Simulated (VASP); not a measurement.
# MoW2 (P6/mmm) in VASP: relaxation of cell and atoms with PBE

Aim: the relaxation of cell and atoms of MoW2 with PBE.

All numbers are computed with VASP 6.6.1; they aren't measurements. Logs are shortened: lines on timing, memory, paths and dates and some standing lists are left out, and cuts for length are marked.

## Step 1: The cell of the first run

Symmetry: P6/mmm, No. 191, hexagonal system. Conventional cell: a = 4.701 Å, b = 4.701 Å, c = 2.578 Å, α = 90.00°, β = 90.00°, γ = 120.00°. Within 3.4 Å of Mo (site symmetry 6/mmm) lie 2 Mo at 2.58 Å and 12 W at 3.00 Å. W (site symmetry -6m2) has 5 W at 2.58 to 2.71 Å and 6 Mo at 3.00 Å within 3.4 Å.

## Step 2: Relaxation of cell and atoms, PBE

The input, INCAR:

```
SYSTEM = MoW2
PREC     = Accurate       ! precision mode
ENCUT    = 600            ! plane-wave cutoff, eV
EDIFF    = 1E-7           ! SCF threshold, eV
ISMEAR   = 0              ! smearing method
SIGMA    = 0.1            ! smearing width, eV
LREAL    = .False.        ! projectors in reciprocal space
LASPH    = .True.         ! aspherical terms in the spheres
NELM     = 100            ! most SCF steps
ALGO     = Fast           ! electronic algorithm
ISIF     = 3              ! what is computed and relaxed
LWAVE    = .False.        ! write WAVECAR
LCHARG   = .False.        ! write CHGCAR
GGA      = PE             ! functional
IBRION   = 2              ! ionic algorithm
NSW      = 100            ! ionic steps
EDIFFG   = -0.01          ! ionic threshold
```

The input, KPOINTS:

```
regular mesh
0
Gamma
  12 12 16
  0 0 0
```

The input, POSCAR:

```
MoW2
1.0
    4.7012719838      0.0000000000      0.0000000000
   -2.3506359919      4.0714209681      0.0000000000
    0.0000000000      0.0000000000      2.5781277952
Mo W
1 2
Direct
    0.0000000000      0.0000000000      0.0000000000
    0.3333333333      0.6666666667      0.5000000000
    0.6666666667      0.3333333333      0.5000000000
```

Potentials or basis: VASP PAW PBE potentials, release 64 (Mo_sv, W_sv).

Run with:

```bash
$ cat potpaw_PBE.64/Mo_sv/POTCAR potpaw_PBE.64/W_sv/POTCAR > POTCAR
$ mpirun -np 1 vasp_std > vasp.out
```

OUTCAR:

```text
SYSTEM = MoW2
   PREC = Accurate
   ENCUT = 600
   EDIFF = 1E-7
   ISMEAR = 0
   LREAL = .False.
   LASPH = .True.
   NELM = 100
   ISIF = 3
   GGA = PE
   IBRION = 2
   NSW = 100
   EDIFFG = -0.01

 ion  position               nearest neighbor table
   1  0.000  0.000  0.000-   2 3.00   3 3.00   2 3.00   3 3.00   3 3.00   3 3.00   2 3.00   2 3.00
                             3 3.00   3 3.00   2 3.00   2 3.00
   2  0.333  0.667  0.500-   3 2.71   3 2.71   3 2.71   1 3.00   1 3.00   1 3.00   1 3.00   1 3.00
                             1 3.00
   3  0.667  0.333  0.500-   2 2.71   2 2.71   2 2.71   1 3.00   1 3.00   1 3.00   1 3.00   1 3.00
                             1 3.00

  LATTYP: Found a hexagonal cell.
 ALAT       =     4.7012719838
 C/A-ratio  =     0.5483894155

  Lattice vectors:

 A1 = (   4.7012719838,   0.0000000000,   0.0000000000)
 A2 = (  -2.3506359919,   4.0714209681,   0.0000000000)
 A3 = (   0.0000000000,   0.0000000000,   2.5781277952)

Analysis of symmetry for initial positions (statically):
=====================================================================
 Subroutine PRICEL returns:
 Original cell was already a primitive cell.

 Routine SETGRP: Setting up the symmetry group for a
 hexagonal supercell.

 Subroutine GETGRP returns: Found 24 space group operations
 (whereof 24 operations were pure point group operations)
 out of a pool of 24 trial point group operations.

The static configuration has the point symmetry D_6h.

Analysis of symmetry for dynamics (positions and initial velocities):
=====================================================================
 Subroutine PRICEL returns:
 Original cell was already a primitive cell.

 Routine SETGRP: Setting up the symmetry group for a
 hexagonal supercell.

 Subroutine GETGRP returns: Found 24 space group operations
 (whereof 24 operations were pure point group operations)
 out of a pool of 24 trial point group operations.

The dynamic configuration has the point symmetry D_6h.

 Subroutine INISYM returns: Found 24 space group operations
 (whereof 24 operations are pure point group operations),
 and found     1 'primitive' translations

----------------------------------------------------------------------------------------

                                     Primitive cell

  volume of cell :      49.3476

  direct lattice vectors                    reciprocal lattice vectors
     4.701271984  0.000000000  0.000000000     0.212708391  0.122807247  0.000000000
    -2.350635992  4.071420968  0.000000000     0.000000000  0.245614494  0.000000000
     0.000000000  0.000000000  2.578127795     0.000000000  0.000000000  0.387878367

  length of vectors
     4.701271984  4.701271984  2.578127795     0.245614494  0.245614494  0.387878367

  position of ions in fractional coordinates (direct lattice)
     0.000000000  0.000000000  0.000000000
     0.333333333  0.666666667  0.500000000
     0.666666667  0.333333333  0.500000000

  ion indices of the primitive-cell ions
   primitive index   ion index
                 1           1
                 2           2
                 3           3

----------------------------------------------------------------------------------------

 KPOINTS: regular mesh

Automatic generation of k-mesh.
 Grid dimensions read from file:
 generate k-points for:   12   12   16

 Generating k-lattice:

  Cartesian coordinates                     Fractional coordinates (reciprocal lattice)
     0.017725699  0.010233937  0.000000000     0.083333333  0.000000000  0.000000000
     0.000000000  0.020467874  0.000000000     0.000000000  0.083333333  0.000000000
     0.000000000  0.000000000  0.024242398     0.000000000  0.000000000  0.062500000

  Length of vectors
     0.020467874  0.020467874  0.024242398

  Shift w.r.t. Gamma in fractional coordinates (k-lattice)
     0.000000000  0.000000000  0.000000000

 Subroutine IBZKPT returns following result:
 ===========================================

 Found    171 irreducible k-points:

 Following reciprocal coordinates:
            Coordinates               Weight
  0.000000  0.000000  0.000000      1.000000
  0.083333  0.000000  0.000000      6.000000
  0.166667  0.000000  0.000000      6.000000
  0.250000  0.000000  0.000000      6.000000
  0.333333  0.000000  0.000000      6.000000
  0.416667 -0.000000  0.000000      6.000000
[... 16 lines left out ...]
  0.250000  0.000000  0.062500     12.000000
  0.333333  0.000000  0.062500     12.000000
 [... further k-points ...]
   k-points           NKPTS =    171   k-points in BZ     NKDIM =    171   number of bands    NBANDS=     25
   number of dos      NEDOS =    301   number of ions     NIONS =      3
   total plane-waves  NPLWV =  38400
   dimension x,y,z NGX =    40 NGY =   40 NGZ =   24
   dimension x,y,z NGXF=    80 NGYF=   80 NGZF=   48
   ions per type =               1   2
   NGX,Y,Z   is equivalent  to a cutoff of  14.14, 14.14, 15.48 a.u.
   NGXF,Y,Z  is equivalent  to a cutoff of  28.29, 28.29, 30.95 a.u.
 SYSTEM =  MoW2
   PREC   = accura    normal or accurate (medium, high low for compatibility)
   ISTART =      0    job   : 0-new  1-cont  2-samecut
   ICHARG =      2    charge: 1-file 2-atom 10-const
   ISPIN  =      1    spin polarized calculation?
   LNONCOLLINEAR =      F non collinear calculations
   LSORBIT =      F    spin-orbit coupling
   LASPH  =      T    aspherical Exc in radial PAW
   ENCUT  =  600.0 eV  44.10 Ry    6.64 a.u.   9.39  9.39  5.15*2*pi/ulx,y,z
   NELM   =    100;   NELMIN=  2; NELMDL= -5     # of ELM steps
   EDIFF  = 0.1E-06   stopping-criterion for ELM
   LREAL  =      F    real-space projection
   EDIFFG = -.1E-01   stopping-criterion for IOM
   NSW    =    100    number of steps for IOM
   IBRION =      2    ionic relax: 0-MD 1-quasi-New 2-CG
   NFREE  =      1    steps in history (QN), initial steepest desc. (CG)
   ISIF   =      3    stress and relaxation
   ISYM   =      2    0-nonsym 1-usesym 2-fastsym
   POTIM  = 0.5000    time-step for ionic-motion
   TEBEG  =    0.0;   TEEND  =   0.0 temperature during run
   PSTRESS=    0.0 pullay stress
   NELECT =      42.0000    total number of electrons
   NUPDOWN=      -1.0000    fix difference up-down
   EMIN   =  10.00;   EMAX   =-10.00  energy-range for DOS
   EFERMI =   0.00;   METHOD = LEGACY
   ISMEAR =     0;   SIGMA  =   0.10  broadening in eV -4-tet -1-fermi 0-gaus
   EFERMI_NEDOS =   21; number of points for ismear=-14 and -15
   IALGO  =     68    algorithm
   IMIX   =      4    mixing-type and parameters
     AMIX     =   0.40;   BMIX     =  1.00
     AMIX_MAG =   1.60;   BMIX_MAG =  1.00
  volume/ion in A,a.u.               =      16.45       111.00
  Fermi-wavevector in a.u.,A,eV,Ry     =   1.551444  2.931803 32.748913  2.406977
  Thomas-Fermi vector in A             =   2.655962
   LORBIT       =      0    0 simple, 1 ext, 2 COOP (PROOUT), +10 PAW based schemes
   GGA     = PE    functional components
   LHFCALC =     F    Hartree Fock is set to
   AEXX    =    0.0000 exact exchange contribution
   IVDW    =     0    specifies the selected vdW correction
   LEPSILON=     F    determine dielectric tensor
   LRPA    =     F    only Hartree local field effects (RPA)
 conjugate gradient relaxation of ions
 non-spin polarized calculation
 RMM-DIIS sequential band-by-band and
 Gauss-broadening in eV      SIGMA  =   0.10
  energy-cutoff  :      600.00
  volume of cell :       49.35
 maximum number of plane-waves:      1672
 NGX is ok and might be reduce to    40
   NGX = 19   NGY = 19   NGZ = 11

--------------------------------------- Ionic step        1  -------------------------------------------

 number of electron      42.0000002 magnetization

 Free energy of the ion-electron system (eV)
  ---------------------------------------------------
  ext. energy  EPLUGINS =         0.00000000
  ---------------------------------------------------
  free energy    TOTEN  =       -35.27721574 eV

  energy without entropy =      -35.25698167  energy(sigma->0) =      -35.26709870

------------------------ aborting loop because EDIFF is reached ----------------------------------------

  FORCE on cell =-STRESS in cart. coord.  units (eV):
  Direction    XX          YY          ZZ          XY          YZ          ZX
  --------------------------------------------------------------------------------------
  -------------------------------------------------------------------------------------
  Total       -0.2670557     -0.2670557      1.4753682      0.0000000     -0.0000000      0.0000000
  in kB       -8.6705477     -8.6705477     47.9010665      0.0000000     -0.0000000      0.0000000
  external PRESSURE =      10.1866570 kB  Pullay stress =       0.0000000 kB
[... 170 lines left out ...]
  energy  without entropy=      -35.2618083165  energy(sigma->0) =      -35.27232265

--------------------------------------- Ionic step        6  -------------------------------------------

 number of electron      42.0000000 magnetization

 Free energy of the ion-electron system (eV)
  ---------------------------------------------------
  ext. energy  EPLUGINS =         0.00000000
  ---------------------------------------------------
  free energy    TOTEN  =       -35.28408509 eV

  energy without entropy =      -35.26304093  energy(sigma->0) =      -35.27356301

 E-fermi :  10.9272     XC(G=0): -13.2812

 val. band max:       10.9253665636   @ k =   0.0833   0.0833   0.1875
 cond. band min:      10.9292002885   @ k =   0.2500   0.0833   0.3750
 fundamental gap:      0.0038337250
 Fermi energy:        10.9271977545

 k-point     1 :       0.0000    0.0000    0.0000
  band No.  band energies     occupation
      1     -62.8962      2.00000
      2     -62.7922      2.00000
      3     -50.0578      2.00000
      4     -27.4221      2.00000
      5     -27.4221      2.00000
      6     -26.7855      2.00000
[... 661 lines left out ...]
     24      12.3435      0.00000
     25      13.8744      0.00000

 [... further k-points ...]
[... 5 lines left out ...]
  --------------------------------------------------------------------------------------
  -------------------------------------------------------------------------------------
  Total        0.0012157      0.0012157      0.0091696     -0.0000000     -0.0000000      0.0000000
  in kB        0.0393666      0.0393666      0.2969209     -0.0000000     -0.0000000      0.0000000
  external PRESSURE =       0.1252181 kB  Pullay stress =       0.0000000 kB
[... 18 lines left out ...]
  FREE ENERGIE OF THE ION-ELECTRON SYSTEM (eV)
  ---------------------------------------------------
  free  energy   TOTEN  =       -35.2840850854 eV

  energy  without entropy=      -35.2630409287  energy(sigma->0) =      -35.27356301

 reached required accuracy - stopping structural energy minimisation
```

It took 29 min on 1 thread of Oxide Virtual Turin-like, shared host; peak memory 0.35 GiB.

Results:

```yaml
Free_energy: -35.2841 eV
Relaxed_volume: 16.49 Å³/atom
Relaxed_cell: a = 4.688 Å, b = 4.688 Å, c = 2.600 Å, α = 90.00°, β = 90.00°, γ = 120.00°
Space_group_after_relaxing_to_0.05_Å: P6/mmm (No. 191)
Energy_gained_by_relaxing: 2.3 meV/atom
Ionic_steps: 6
Pressure_after_relaxing: 0.0 GPa
Band_gap_on_the_k_mesh: zero (band 21 reaches 11.54 eV, above the bottom of band 22 at 10.58 eV)
```

The path:
```csv
step,energy change (eV),largest force (eV/Å),pressure (GPa),volume (Å³)
1,0.0000,0.0000,1.02,49.35
2,0.0133,0.0000,-3.36,50.09
3,-0.0065,0.0000,-0.68,49.62
4,-0.0065,0.0000,-0.64,49.61
5,-0.0056,0.0000,1.31,49.23
6,-0.0069,0.0000,0.01,49.48
```

Final structure:
```cif
data_structure
_symmetry_space_group_name_H-M 'P 1'
_symmetry_Int_Tables_number 1
_cell_length_a 4.6879
_cell_length_b 4.6879
_cell_length_c 2.5997
_cell_angle_alpha 90.000
_cell_angle_beta 90.000
_cell_angle_gamma 120.000
_cell_volume 49.48
loop_
_atom_site_label
_atom_site_type_symbol
_atom_site_fract_x
_atom_site_fract_y
_atom_site_fract_z
_atom_site_occupancy
Mo1 Mo 0.00000 0.00000 0.00000 1
W1 W 0.33333 0.66667 0.50000 1
W2 W 0.66667 0.33333 0.50000 1
```

Caveat: spin-orbit coupling is left out, which moves the levels of the heavy elements.
